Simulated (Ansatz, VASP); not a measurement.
## Si2Mo: VASP beside Ansatz

```
Si Mo
1.0
    -1.60087    1.60087    3.90933
     1.60087   -1.60087    3.90933
     1.60087    1.60087   -3.90933
Si Mo
2 1
Cartesian
  0.0000 0.0000 2.6215
  0.0000 0.0000 5.1972
  0.0000 0.0000 0.0000
```

Alike in both runs: functional r2SCAN; k mesh 18 × 18 × 18; occupations gaussian, width 0.1 eV; no spin polarisation.

Ansatz relaxed the structure, and its values are those at the end. VASP's run is a single point on that final structure, the one shown.

|  | VASP | Ansatz |
| --- | --- | --- |
| version | VASP 6.6.1 | Ansatz 0.2.0 |
| potentials or method | VASP PAW PBE potentials, release 64 (Si, Mo_sv), cutoff 520 eV | scalar-relativistic, plane waves, PAW |
| valence electrons in the cell | 22 | 22 |

```csv
,VASP,Ansatz,Ansatz less VASP
gap on the k mesh at the Fermi level (eV),none,none,-
pressure (GPa),0.4,0.0,-0.41
rms of the force components (eV/Å),0.004,0.000,-0.0037
```

VASP's potentials were made for PBE, not for r2SCAN. A gap of «none» marks a metal or a gap that the smearing closes.
